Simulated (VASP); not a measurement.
## Si2Mo: relaxation of cell and atoms with PBEsol

The system is Si2Mo.

```
Si Mo
1.0
    -1.60526    1.60526    3.93576
     1.60526   -1.60526    3.93576
     1.60526    1.60526   -3.93576
Si Mo
2 1
Direct
  0.33506 0.33506 0.00000
  0.66494 0.66494 0.00000
  0.00000 0.00000 0.00000
```

```json
{
 "Program": "VASP 6.6.1",
 "Task": "relaxation of cell and atoms",
 "Functional": "PBEsol",
 "Potentials or basis": "VASP PAW PBE potentials, release 64 (Si, Mo_sv)",
 "Cutoff": "600 eV",
 "k mesh": "18 × 18 × 18",
 "Occupations": "gaussian, width 0.1 eV",
 "Spin": "no spin polarisation",
 "Target pressure": "-2 GPa",
 "Dipole correction": "no",
 "Further INCAR settings": "ALGO = Normal; EDIFF = 1e-06; IBRION = 2; EDIFFG = -0.008; NSW = 70; ISIF = 3"
}
```

```json
{
 "Relaxed volume": "13.41 Å³/atom",
 "Relaxed cell": "a = 4.529 Å, b = 4.529 Å, c = 4.529 Å, α = 138.59°, β = 138.59°, γ = 60.00°",
 "Space group after relaxing (to 0.1 Å)": "I4/mmm (No. 139)",
 "Energy change on relaxing (the run minimises the enthalpy)": "-2.0 meV/atom",
 "Ionic steps": "3",
 "Pressure after relaxing": "-2.0 GPa",
 "Largest force after relaxing": "0.006 eV/Å",
 "Band gap on the k mesh": "zero (bands 11 and 12 overlap by 0.94 eV)"
}
```

Forces in eV/Å, atoms in the order of the input:
```
Si   0.000  0.000  0.006
Si   0.000  0.000 -0.006
Mo   0.000  0.000  0.000
```

The path:
| step | energy change (eV) | largest force (eV/Å) | pressure (GPa) | volume (Å³) |
| --- | --- | --- | --- | --- |
| 1 | 0.0000 | 0.0414 | -3.76 | 40.57 |
| 2 | -0.0077 | 0.0522 | 0.98 | 39.70 |
| 3 | -0.0061 | 0.0063 | -1.99 | 40.23 |

Final structure:
```cif
data_structure
_symmetry_space_group_name_H-M 'P 1'
_symmetry_Int_Tables_number 1
_cell_length_a 4.5293
_cell_length_b 4.5293
_cell_length_c 4.5293
_cell_angle_alpha 138.592
_cell_angle_beta 138.592
_cell_angle_gamma 59.998
_cell_volume 40.23
loop_
_atom_site_label
_atom_site_type_symbol
_atom_site_fract_x
_atom_site_fract_y
_atom_site_fract_z
_atom_site_occupancy
Si1 Si 0.33516 0.33516 0.00000 1
Si2 Si 0.66484 0.66484 0.00000 1
Mo1 Mo 0.00000 0.00000 0.00000 1
```

Levels at points of the mesh, in eV from the Fermi level:
| k point | band 9 | band 10 | band 11 | band 12 | band 13 | band 14 |
| --- | --- | --- | --- | --- | --- | --- |
| (0.00, 0.00, 0.00) | -2.61 | -2.61 | 0.37 | 3.17 | 3.17 | 3.52 |
| (0.50, 0.00, 0.00) | -2.58 | -2.58 | -0.50 | 2.25 | 3.12 | 4.07 |
| (0.50, 0.50, 0.00) | -4.44 | -3.06 | -1.22 | 2.30 | 2.73 | 3.16 |
| (0.50, 0.50, 0.50) | -0.58 | -0.58 | -0.46 | -0.46 | 0.51 | 4.74 |

It took 7.5 min on 1 thread of Intel(R) Xeon(R) 6975P-C (Granite Rapids), on a shared host, peak memory 0.49 GiB.

Caveat: the cell is relaxed towards a set pressure, so the run minimises the enthalpy, not the energy; the PAW data sets were made with another functional, which shifts forces and pressure a little.
